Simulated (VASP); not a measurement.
A run of VASP 6.6.1 is set up as follows.

File INCAR:

```
  ALGO = Normal
  EDIFF = 1E-6
  ENCUT = 520
  GGA = PS
  ISIF = 2
  ISMEAR = 0
  LASPH = T
  LCHARG = T
  LELF = T
  LREAL = F
  LVHAR = T
  LWAVE = F
  NBANDS = 14
  NELM = 100
  PREC = Accurate
  SIGMA = 0.15
```

File KPOINTS:

```
k-points
0
Gamma
  18 18 18
```

Contents of POSCAR:

```
HfN
1.0
    0.0000000000      2.2815900000      2.2590000000
    2.2815900000      0.0000000000      2.2590000000
    2.2815900000      2.2815900000      0.0000000000
Hf N
1 1
Direct
    0.0000000000      0.0000000000      0.0000000000
    0.5000000000      0.5000000000      0.5000000000
```

Potentials or basis: VASP PAW PBE potentials, release 64 (Hf_pv, N).

The run is started by

```bash
$ cat potpaw_PBE.64/Hf_pv/POTCAR potpaw_PBE.64/N/POTCAR > POTCAR
$ mpirun -np 1 vasp_std > vasp.out
```

**Question.** Estimate the pressure.

**Answer.** -10.2 GPa.

Stress tensor (GPa, compression positive):
```
-11.68   0.00   0.00
  0.00 -11.68   0.00
  0.00   0.00  -7.38
```

Caveat: the cell differs from its parent crystal (strain +0.0100 x Voigt [1, 1, 0, 0, 0, 0]); the PAW data sets were made with another functional, which shifts forces and pressure a little.
